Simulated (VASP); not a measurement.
# TiSnTe3 (P4mm) in VASP: further runs

Runs on TiSnTe3. Level: PBE. Tasks: relaxation of cell and atoms, single point.

Program: VASP 6.6.1. These are calculated values, not measurements. Logs are shortened: lines on timing, memory, paths and dates and some standing lists are left out, and cuts for length are marked.

## Step 1: The cell of the first run

Symmetry: P4mm, No. 99, tetragonal system. The conventional cell has a = 5.025 Å, b = 5.025 Å, c = 6.883 Å, α = 90.00°, β = 90.00°, γ = 90.00°. Ti (site symmetry 4mm) has 4 Te at 2.97 Å and 4 Sn at 3.64 Å within 3.9 Å. Sn (site symmetry 4mm) has 6 Te at 2.64 to 3.47 Å and 4 Ti at 3.64 Å within 3.7 Å. Within 3.7 Å of Te (site symmetry 2mm) lie 2 Sn at 2.64 Å and 2 Ti at 2.97 Å and 6 Te at 3.55 to 3.63 Å. Within 4.5 Å of Te (site symmetry 4mm) lie 2 Sn at 3.41 to 3.47 Å and 4 Te at 3.63 Å and 4 Ti at 4.45 Å.

The cell was generated, and may not be a known phase.

## Step 2: Relaxation of cell and atoms, PBE

File INCAR:

```
SYSTEM = TiSnTe3
PREC = Accurate ; ENCUT = 600
EDIFF = 1E-6 ; ISMEAR = 0
SIGMA = 0.1 ; LREAL = .False.
LASPH = .True. ; NELM = 100
ALGO = Normal ; ISIF = 3
LWAVE = .False. ; LCHARG = .False.
GGA = PE ; IBRION = 2
NSW = 90 ; EDIFFG = -0.04
```

File KPOINTS:

```
regular mesh
0
Gamma
  4 4 4
  0 0 0
```

File POSCAR:

```
TiSnTe3
1.0
    5.0247071400      0.0000000000      0.0000000000
    0.0000000000      5.0247071400      0.0000000000
    0.0000000000      0.0000000000      6.8831629400
Ti Sn Te
1 1 3
Direct
    0.5000000000      0.5000000000      0.8655555900
    0.0000000000      0.0000000000      0.7514637200
    0.0000000000      0.5000000000      0.6358629100
    0.5000000000      0.0000000000      0.6358629100
    0.0000000000      0.0000000000      0.2557646100
```

Potentials or basis: VASP PAW PBE potentials, release 64 (Ti_sv, Sn_d, Te).

Run with:

```sh
> cat potpaw_PBE.64/Ti_sv/POTCAR potpaw_PBE.64/Sn_d/POTCAR potpaw_PBE.64/Te/POTCAR > POTCAR
> mpirun -np 1 vasp_std > vasp.out
```

OUTCAR:

```text
SYSTEM = TiSnTe3
   PREC = Accurate
   ENCUT = 600
   EDIFF = 1E-6
   ISMEAR = 0
   LREAL = .False.
   LASPH = .True.
   NELM = 100
   ISIF = 3
   GGA = PE
   IBRION = 2
   NSW = 90
   EDIFFG = -0.04

 ion  position               nearest neighbor table
   1  0.500  0.500  0.866-   3 2.97   4 2.97   4 2.97   3 2.97
   2  0.000  0.000  0.751-   3 2.64   4 2.64   3 2.64   4 2.64   5 3.41   5 3.47
   3  0.000  0.500  0.636-   2 2.64   2 2.64   1 2.97   1 2.97   4 3.55   4 3.55   4 3.55   4 3.55
                             5 3.63   5 3.63
   4  0.500  0.000  0.636-   2 2.64   2 2.64   1 2.97   1 2.97   3 3.55   3 3.55   3 3.55   3 3.55
                             5 3.63   5 3.63
   5  0.000  0.000  0.256-   2 3.41   2 3.47   4 3.63   3 3.63   3 3.63   4 3.63

  LATTYP: Found a simple tetragonal cell.
 ALAT       =     5.0247071400
 C/A-ratio  =     1.3698635061

  Lattice vectors:

 A1 = (   5.0247071400,   0.0000000000,   0.0000000000)
 A2 = (   0.0000000000,   5.0247071400,   0.0000000000)
 A3 = (   0.0000000000,   0.0000000000,   6.8831629400)

Analysis of symmetry for initial positions (statically):
=====================================================================
 Subroutine PRICEL returns:
 Original cell was already a primitive cell.

 Routine SETGRP: Setting up the symmetry group for a
 simple tetragonal supercell.

 Subroutine GETGRP returns: Found  8 space group operations
 (whereof  8 operations were pure point group operations)
 out of a pool of 16 trial point group operations.

The static configuration has the point symmetry C_4v.

Analysis of symmetry for dynamics (positions and initial velocities):
=====================================================================
 Subroutine PRICEL returns:
 Original cell was already a primitive cell.

 Routine SETGRP: Setting up the symmetry group for a
 simple tetragonal supercell.

 Subroutine GETGRP returns: Found  8 space group operations
 (whereof  8 operations were pure point group operations)
 out of a pool of 16 trial point group operations.

The dynamic configuration has the point symmetry C_4v.

 Subroutine INISYM returns: Found  8 space group operations
 (whereof  8 operations are pure point group operations),
 and found     1 'primitive' translations

----------------------------------------------------------------------------------------

                                     Primitive cell

  volume of cell :     173.7839

  direct lattice vectors                    reciprocal lattice vectors
     5.024707140  0.000000000  0.000000000     0.199016574  0.000000000  0.000000000
     0.000000000  5.024707140  0.000000000     0.000000000  0.199016574  0.000000000
     0.000000000  0.000000000  6.883162940     0.000000000  0.000000000  0.145282047

  length of vectors
     5.024707140  5.024707140  6.883162940     0.199016574  0.199016574  0.145282047

  position of ions in fractional coordinates (direct lattice)
     0.500000000  0.500000000  0.865555590
     0.000000000  0.000000000  0.751463720
     0.000000000  0.500000000  0.635862910
     0.500000000  0.000000000  0.635862910
     0.000000000  0.000000000  0.255764610

  ion indices of the primitive-cell ions
   primitive index   ion index
                 1           1
                 2           2
                 3           3
                 4           4
                 5           5

----------------------------------------------------------------------------------------

 KPOINTS: regular mesh

Automatic generation of k-mesh.
 Grid dimensions read from file:
 generate k-points for:    4    4    4

 Generating k-lattice:

  Cartesian coordinates                     Fractional coordinates (reciprocal lattice)
     0.049754143  0.000000000  0.000000000     0.250000000  0.000000000  0.000000000
     0.000000000  0.049754143  0.000000000     0.000000000  0.250000000  0.000000000
     0.000000000  0.000000000  0.036320512     0.000000000  0.000000000  0.250000000

  Length of vectors
     0.049754143  0.049754143  0.036320512

  Shift w.r.t. Gamma in fractional coordinates (k-lattice)
     0.000000000  0.000000000  0.000000000

 Subroutine IBZKPT returns following result:
 ===========================================

 Found     18 irreducible k-points:

 Following reciprocal coordinates:
            Coordinates               Weight
  0.000000  0.000000  0.000000      1.000000
  0.250000  0.000000  0.000000      4.000000
  0.500000  0.000000  0.000000      2.000000
  0.250000  0.250000  0.000000      4.000000
  0.500000  0.250000  0.000000      4.000000
  0.500000  0.500000  0.000000      1.000000
[... 10 lines left out ...]
  0.500000  0.250000  0.500000      4.000000
  0.500000  0.500000  0.500000      1.000000
   k-points           NKPTS =     18   k-points in BZ     NKDIM =     18   number of bands    NBANDS=     26
   number of dos      NEDOS =    301   number of ions     NIONS =      5
   total plane-waves  NPLWV =  89600
   dimension x,y,z NGX =    40 NGY =   40 NGZ =   56
   dimension x,y,z NGXF=    80 NGYF=   80 NGZF=  112
   ions per type =               1   1   3
   NGX,Y,Z   is equivalent  to a cutoff of  13.23, 13.23, 13.53 a.u.
   NGXF,Y,Z  is equivalent  to a cutoff of  26.47, 26.47, 27.05 a.u.
 SYSTEM =  TiSnTe3
   PREC   = accura    normal or accurate (medium, high low for compatibility)
   ISTART =      0    job   : 0-new  1-cont  2-samecut
   ICHARG =      2    charge: 1-file 2-atom 10-const
   ISPIN  =      1    spin polarized calculation?
   LNONCOLLINEAR =      F non collinear calculations
   LSORBIT =      F    spin-orbit coupling
   LASPH  =      T    aspherical Exc in radial PAW
   ENCUT  =  600.0 eV  44.10 Ry    6.64 a.u.  10.04 10.04 13.75*2*pi/ulx,y,z
   NELM   =    100;   NELMIN=  2; NELMDL= -5     # of ELM steps
   EDIFF  = 0.1E-05   stopping-criterion for ELM
   LREAL  =      F    real-space projection
   EDIFFG = -.4E-01   stopping-criterion for IOM
   NSW    =     90    number of steps for IOM
   IBRION =      2    ionic relax: 0-MD 1-quasi-New 2-CG
   NFREE  =      1    steps in history (QN), initial steepest desc. (CG)
   ISIF   =      3    stress and relaxation
   ISYM   =      2    0-nonsym 1-usesym 2-fastsym
   POTIM  = 0.5000    time-step for ionic-motion
   TEBEG  =    0.0;   TEEND  =   0.0 temperature during run
   PSTRESS=    0.0 pullay stress
   NELECT =      44.0000    total number of electrons
   NUPDOWN=      -1.0000    fix difference up-down
   EMIN   =  10.00;   EMAX   =-10.00  energy-range for DOS
   EFERMI =   0.00;   METHOD = LEGACY
   ISMEAR =     0;   SIGMA  =   0.10  broadening in eV -4-tet -1-fermi 0-gaus
   EFERMI_NEDOS =   21; number of points for ismear=-14 and -15
   IALGO  =     38    algorithm
   IMIX   =      4    mixing-type and parameters
     AMIX     =   0.40;   BMIX     =  1.00
     AMIX_MAG =   1.60;   BMIX_MAG =  1.00
  volume/ion in A,a.u.               =      34.76       234.55
  Fermi-wavevector in a.u.,A,eV,Ry     =   1.035673  1.957138 14.593854  1.072618
  Thomas-Fermi vector in A             =   2.170027
   LORBIT       =      0    0 simple, 1 ext, 2 COOP (PROOUT), +10 PAW based schemes
   GGA     = PE    functional components
   LHFCALC =     F    Hartree Fock is set to
   AEXX    =    0.0000 exact exchange contribution
   IVDW    =     0    specifies the selected vdW correction
   LEPSILON=     F    determine dielectric tensor
   LRPA    =     F    only Hartree local field effects (RPA)
 conjugate gradient relaxation of ions
 non-spin polarized calculation
 Gauss-broadening in eV      SIGMA  =   0.10
  energy-cutoff  :      600.00
  volume of cell :      173.78
 maximum number of plane-waves:      5836
   NGX = 21   NGY = 21   NGZ = 27

--------------------------------------- Ionic step        1  -------------------------------------------

 number of electron      44.0000000 magnetization

 Free energy of the ion-electron system (eV)
  ---------------------------------------------------
  ext. energy  EPLUGINS =         0.00000000
  ---------------------------------------------------
  free energy    TOTEN  =       -17.67350479 eV

  energy without entropy =      -17.62841037  energy(sigma->0) =      -17.65095758

------------------------ aborting loop because EDIFF is reached ----------------------------------------

  FORCE on cell =-STRESS in cart. coord.  units (eV):
  Direction    XX          YY          ZZ          XY          YZ          ZX
  --------------------------------------------------------------------------------------
  -------------------------------------------------------------------------------------
  Total       12.0962338     12.0962338     -4.1468106      0.0000000      0.0000000      0.0000000
  in kB      111.5195977    111.5195977    -38.2309619      0.0000000      0.0000000      0.0000000
  external PRESSURE =      61.6027445 kB  Pullay stress =       0.0000000 kB
[... 98 lines left out ...]
  FREE ENERGIE OF THE ION-ELECTRON SYSTEM (eV)
  ---------------------------------------------------
  free  energy   TOTEN  =       -19.0670383469 eV

  energy  without entropy=      -19.0131591509  energy(sigma->0) =      -19.04009875

[... ionic steps 4 to 42 ...]

--------------------------------------- Ionic step       43  -------------------------------------------

 number of electron      43.9999996 magnetization

------------------------ aborting loop because EDIFF is reached ----------------------------------------

  FORCE on cell =-STRESS in cart. coord.  units (eV):
  Direction    XX          YY          ZZ          XY          YZ          ZX
  --------------------------------------------------------------------------------------
  -------------------------------------------------------------------------------------
  Total       -0.0279825     -0.0279825      0.1097382      0.0000000     -0.0000000      0.0000000
  in kB       -0.2443725     -0.2443725      0.9583493      0.0000000     -0.0000000      0.0000000
  external PRESSURE =       0.1565348 kB  Pullay stress =       0.0000000 kB
[... 63 lines left out ...]
  energy  without entropy=      -20.9379024995  energy(sigma->0) =      -20.95145346

--------------------------------------- Ionic step       45  -------------------------------------------

 number of electron      43.9999991 magnetization

 Free energy of the ion-electron system (eV)
  ---------------------------------------------------
  ext. energy  EPLUGINS =         0.00000000
  ---------------------------------------------------
  free energy    TOTEN  =       -20.96562696 eV

  energy without entropy =      -20.93788529  energy(sigma->0) =      -20.95175612

 E-fermi :   4.7069     XC(G=0):  -8.3154

 val. band max:        4.6838910520   @ k =   0.5000   0.0000   0.2500
 cond. band min:       4.7259736874   @ k =   0.5000   0.2500   0.5000
 fundamental gap:      0.0420826354
 Fermi energy:         4.7068588673

 k-point     1 :       0.0000    0.0000    0.0000
  band No.  band energies     occupation
      1     -53.1071      2.00000
      2     -29.4109      2.00000
      3     -29.3655      2.00000
      4     -29.3655      2.00000
      5     -17.0503      2.00000
      6     -17.0370      2.00000
[... 543 lines left out ...]
  FREE ENERGIE OF THE ION-ELECTRON SYSTEM (eV)
  ---------------------------------------------------
  free  energy   TOTEN  =       -20.9656269620 eV

  energy  without entropy=      -20.9378852860  energy(sigma->0) =      -20.95175612

 reached required accuracy - stopping structural energy minimisation
```

Run time: 60 min. Hardware: 1 thread of Intel Xeon Platinum 8259CL at 2.50GHz (Skylake/Cascade Lake), shared host; peak memory 0.37 GiB.

What came out:

```yaml
Free_energy: -20.9656 eV
Relaxed_volume: 36.53 Å³/atom
Relaxed_cell: a = 4.968 Å, b = 4.968 Å, c = 7.402 Å, α = 90.00°, β = 90.00°, γ = 90.00°
Space_group_after_relaxing_to_0.1_Å: P4mm (No. 99)
Pressure_after_relaxing: 0.0 GPa
Largest_force_after_relaxing: 0.029 eV/Å
Band_gap_on_the_k_mesh: zero (bands 22 and 23 overlap by 0.16 eV)
```

Forces on the atoms (eV/Å):
```
Ti   0.000  0.000 -0.007
Sn   0.000  0.000 -0.029
Te   0.000  0.000  0.012
Te   0.000  0.000  0.012
Te   0.000  0.000  0.012
```

Final structure:
```cif
data_structure
_symmetry_space_group_name_H-M 'P 1'
_symmetry_Int_Tables_number 1
_cell_length_a 4.9678
_cell_length_b 4.9678
_cell_length_c 7.4020
_cell_angle_alpha 90.000
_cell_angle_beta 90.000
_cell_angle_gamma 90.000
_cell_volume 182.67
loop_
_atom_site_label
_atom_site_type_symbol
_atom_site_fract_x
_atom_site_fract_y
_atom_site_fract_z
_atom_site_occupancy
Ti1 Ti 0.50000 0.50000 0.52085 1
Sn1 Sn 0.00000 0.00000 0.92379 1
Te1 Te 0.00000 0.50000 0.69564 1
Te2 Te 0.50000 0.00000 0.69564 1
Te3 Te 0.00000 0.00000 0.30859 1
```

Caveat: spin-orbit coupling is left out, which moves the levels of the heavy elements.

## Step 3: Single point, PBE, collinear spin

This run uses another cell than the first one, of 40.77 Å³/atom.

File INCAR:

```
PREC     = Accurate       # precision mode
ENCUT    = 520            # plane-wave cutoff, eV
EDIFF    = 1E-6           # SCF threshold, eV
ISMEAR   = 0              # smearing method
SIGMA    = 0.1            # smearing width, eV
LREAL    = False          # projectors in reciprocal space
LASPH    = True           # aspherical terms in the spheres
NELM     = 150            # most SCF steps
ALGO     = Normal         # electronic algorithm
ISIF     = 2              # what is computed and relaxed
LWAVE    = False          # write WAVECAR
LCHARG   = True           # write CHGCAR
ISPIN    = 2              # spin polarisation
MAGMOM   = 1 0 0 0 0      # initial moments
LORBIT   = 11             # projections on sites
LMAXMIX  = 4              # l up to which the mixer works
GGA      = PE             # functional
LELF     = True           # ELF
LVHAR    = True         
NBANDS   = 34             # bands
```

File KPOINTS:

```
regular mesh
0
Gamma
  4 4 4
```

File POSCAR:

```
TiSnTe3
1.0
    5.4943985046      0.0000000000      0.0000000000
    0.0000000000      5.4943985046      0.0000000000
    0.0000000000      0.0000000000      6.7518969008
Ti Sn Te
1 1 3
Direct
    0.5000000000      0.5000000000      0.6583604818
    0.0000000000      0.0000000000      0.8748352668
    0.0000000000      0.5000000000      0.6662221988
    0.5000000000      0.0000000000      0.6662221988
    0.0000000000      0.0000000000      0.2788695939
```

Potentials or basis: VASP PAW PBE potentials, release 64 (Ti_sv, Sn_d, Te).

Run with:

```sh
> cat potpaw_PBE.64/Ti_sv/POTCAR potpaw_PBE.64/Sn_d/POTCAR potpaw_PBE.64/Te/POTCAR > POTCAR
> mpirun -np 1 vasp_std > vasp.out
```

OUTCAR:

```text
PREC = Accurate
   ENCUT = 520
   EDIFF = 1E-6
   ISMEAR = 0
   LREAL = False
   LASPH = True
   NELM = 150
   ISIF = 2
   ISPIN = 2
   LORBIT = 11
   GGA = PE

 ion  position               nearest neighbor table
   1  0.500  0.500  0.658-   3 2.75   4 2.75   4 2.75   3 2.75
   2  0.000  0.000  0.875-   5 2.73   4 3.09   3 3.09   3 3.09   4 3.09
   3  0.000  0.500  0.666-   1 2.75   1 2.75   2 3.09   2 3.09
   4  0.500  0.000  0.666-   1 2.75   1 2.75   2 3.09   2 3.09
   5  0.000  0.000  0.279-   2 2.73

  LATTYP: Found a simple tetragonal cell.
 ALAT       =     5.4943985046
 C/A-ratio  =     1.2288691647
[... 1558 lines left out ...]
     0.000000000  0.000000000  6.751896901     0.000000000  0.000000000  0.148106527

 POSITION                                       TOTAL-FORCE (eV/Angst)
 -----------------------------------------------------------------------------------
      2.74720      2.74720      4.44518         0.000000     -0.000000     -0.022250
      0.00000      0.00000      5.90680         0.000000      0.000000      0.007904
      0.00000      2.74720      4.49826        -0.000000      0.000000      0.017079
      2.74720      0.00000      4.49826         0.000000     -0.000000      0.017079
      0.00000      0.00000      1.88290         0.000000     -0.000000     -0.019812
 -----------------------------------------------------------------------------------
    total drift:                                0.000000      0.000000      0.001623

  FREE ENERGIE OF THE ION-ELECTRON SYSTEM (eV)
  ---------------------------------------------------
  free  energy   TOTEN  =       -20.3377294375 eV

  energy  without entropy=      -20.3003574698  energy(sigma->0) =      -20.31904345

 total charge

# of ion       s       p       d       tot
------------------------------------------
    1        2.138   6.058   1.920  10.115
    2        1.280   0.879   9.997  12.157
    3        1.374   1.997   0.034   3.406
    4        1.374   1.997   0.034   3.406
    5        1.396   1.927   0.015   3.338
--------------------------------------------------
tot          7.564  12.857  12.001  32.421

 magnetization (x)

# of ion       s       p       d       tot
------------------------------------------
    1       -0.000  -0.000  -0.001  -0.001
    2       -0.000  -0.000   0.000  -0.000
    3        0.000   0.000  -0.000   0.000
    4        0.000   0.000  -0.000   0.000
    5        0.000   0.000   0.000   0.000
--------------------------------------------------
tot         -0.000   0.000  -0.001  -0.000
```

OSZICAR:

```text
N       E                     dE             d eps       ncg     rms          rms(c)
DAV:   1     0.384620427360E+03    0.38462E+03   -0.18552E+04  2448   0.127E+03
DAV:   2     0.309069497015E+02   -0.35371E+03   -0.33809E+03  2528   0.336E+02
DAV:   3    -0.198516308883E+02   -0.50759E+02   -0.48487E+02  3686   0.123E+02
[... 19 lines left out ...]
DAV:  23    -0.203377218372E+02   -0.12558E-04   -0.23198E-05  2624   0.186E-02    0.849E-03
DAV:  24    -0.203377289079E+02   -0.70707E-05   -0.17429E-05  2212   0.172E-02    0.127E-02
DAV:  25    -0.203377307385E+02   -0.18306E-05   -0.38020E-06  2244   0.775E-03    0.156E-02
DAV:  26    -0.203377292089E+02    0.15295E-05   -0.35654E-06  2006   0.747E-03    0.141E-03
DAV:  27    -0.203377294375E+02   -0.22855E-06   -0.43731E-07  1898   0.321E-03
   1 F= -.20337729E+02 E0= -.20319043E+02  d E =-.373720E-01  mag=     0.0002
```

Wall time 7.1 min (1 thread of Intel Xeon Platinum 8259CL at 2.50GHz (Skylake/Cascade Lake), shared host); peak memory 0.48 GiB.

What came out:

| Quantity | Value |
| --- | --- |
| Free energy | -20.3377 eV |
| Pressure | 0.0 GPa |
| Largest force | 0.022 eV/Å |
| Band gap on the k mesh | zero (filled and empty bands overlap) |
| Net moment | 0.00 μB per cell |
| Valence electrons inside the program's atomic spheres | Ti 10.12; Sn 12.16; Te 3.41, 3.34 (each value once) |

Forces in eV/Å, atoms in the order of the input:
```
Ti   0.000  0.000 -0.022
Sn   0.000  0.000  0.008
Te   0.000  0.000  0.017
Te   0.000  0.000  0.017
Te   0.000  0.000 -0.020
```

Stress tensor (GPa, compression positive):
```
-0.09  0.00  0.00
 0.00 -0.09  0.00
 0.00  0.00  0.04
```

Caveat: spin-orbit coupling is left out, which moves the levels of the heavy elements.

The gap in the log of VASP goes by the Fermi energy; the results here count the filled bands.